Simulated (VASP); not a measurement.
Here is a VASP 6.6.1 calculation.

The input INCAR:

```
  PREC = Accurate
  ENCUT = 520
  EDIFF = 1E-7
  ISMEAR = 0
  SIGMA = 0.05
  LREAL = F
  LASPH = T
  NELM = 100
  ALGO = Normal
  ISIF = 2
  LWAVE = F
  LCHARG = F
  GGA = PE
  NBANDS = 11
```

File KPOINTS:

```
regular mesh
0
Gamma
  12 12 12
```

Contents of POSCAR:

```
C
1.0
    0.0000000000      1.7290616297      1.9507273307
    1.7290616297      0.0000000000      1.9507273307
    1.7290616297      1.7290616297      0.0000000000
C
2
Direct
    0.5000000000      0.5000000000      0.5000000000
    0.7500000000      0.7500000000      0.7500000000
```

Potentials or basis: VASP PAW PBE potentials, release 64 (C).

Command:

```sh
$ cat potpaw_PBE.64/C/POTCAR > POTCAR
$ mpirun -np 1 vasp_std > vasp.out
```

(1) Estimate the band gap on the k mesh.

(2) Predict the pressure.

Answers

(1) 2.61 eV, indirect (least direct gap 4.48 eV).

(2) -8.7 GPa.
